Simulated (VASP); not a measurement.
Input of a VASP 6.6.1 run:

File INCAR:

```
SYSTEM = BH24C12F3
PREC     = Accurate       ! precision mode
ENCUT    = 520            ! plane-wave cutoff, eV
EDIFF    = 1E-6           ! SCF threshold, eV
ISMEAR   = -1             ! smearing method
SIGMA    = 0.05           ! smearing width, eV
LREAL    = Auto         
LASPH    = .TRUE.         ! aspherical terms in the spheres
NELM     = 100            ! most SCF steps
ALGO     = Normal         ! electronic algorithm
ISIF     = 2              ! what is computed and relaxed
LWAVE    = .FALSE.        ! write WAVECAR
LCHARG   = .FALSE.        ! write CHGCAR
GGA      = PE             ! functional
IVDW     = 12             ! dispersion correction
NBANDS   = 74             ! bands
```

KPOINTS

```
regular mesh
0
G
  1 1 1
  0 0 0
```

Contents of POSCAR:

```
BH24C12F3
1.0
    8.5288520000      0.0000000000      0.0000000000
    0.0000000000      8.5288520000      0.0000000000
    0.0000000000      0.0000000000      8.5288520000
B F C H
1 3 12 24
Direct
    0.9701121431      0.7337353916      0.6052777863
    1.0770522648      0.6710944736      0.5109952320
    0.8683251523      0.8370358329      0.5496269825
    0.9656236903      0.6936948549      0.7549947344
    0.8832088384      0.4914900319      0.1869573732
    0.8261102271      0.6367796639      0.1805261382
    0.4594376841      0.2951508539      0.1524977195
    0.4654837228      0.4477105743      0.1200231207
    0.6943332964      0.0927626478      0.8064332959
    0.6090225008     -0.0346853226      0.8363361566
    0.4680307587      0.4665427711      0.6066789152
    0.6175925755      0.4535587626      0.5635329816
    0.2091634017      0.7478580856      0.1127928689
    0.2375342999      0.8744445596      0.0260952609
    0.0729041483      0.3075480919      0.7003578233
    0.1400735397      0.1920859196      0.7812030734
    1.0013969651      0.4677715439      0.2296613907
    0.8138119317      0.3905435549      0.1496654114
    0.8949058696      0.7384130337      0.2166953614
    0.7081889346      0.6604411479      0.1371475811
    0.4634353816      0.2069176931      0.0599629803
    0.4508650121      0.2525961884      0.2729214230
    0.4746108119      0.4913702885      0.0001049273
    0.4613099446      0.5364253279      0.2119791071
    0.7809113401      0.0951757074      0.7121782866
    0.6814746333      0.1997693553      0.8756347014
    0.6221380665     -0.1415914085      0.7672997989
    0.5224506043     -0.0381417885      0.9306911853
    0.3757013572      0.4912724269      0.5215499924
    0.4307622506      0.4521764469      0.7281444987
    0.6548921951      0.4664810002      0.4418265695
    0.7091336391      0.4280438811      0.6492850993
    0.2193662957      0.7499149138      0.2403214518
    0.1730887684      0.6373176560      0.0600573247
    0.2717019375      0.9861367298      0.0781803832
    0.2265864796      0.8716866416     -0.1012580646
   -0.0456621429      0.3474184824      0.7270402790
    0.1334463107      0.3680053640      0.6054391389
    0.0785623031      0.1324549606      0.8761935698
    0.2593047665      0.1531019602      0.7558975401
```

Potentials or basis: VASP PAW PBE potentials, release 64 (B, F, C, H).

Launch:

```sh
$ cat potpaw_PBE.64/B/POTCAR potpaw_PBE.64/F/POTCAR potpaw_PBE.64/C/POTCAR potpaw_PBE.64/H/POTCAR > POTCAR
$ mpirun -np 1 vasp_gam > vasp.out
```

(1) Estimate the pressure.

(2) Predict the dispersion energy per atom.

(3) Predict the largest force.

Results:

(1) 0.0 GPa.

(2) -0.034 eV.

(3) 0.211 eV/Å.

Caveat: the k points lie up to 0.74 Å⁻¹ apart.
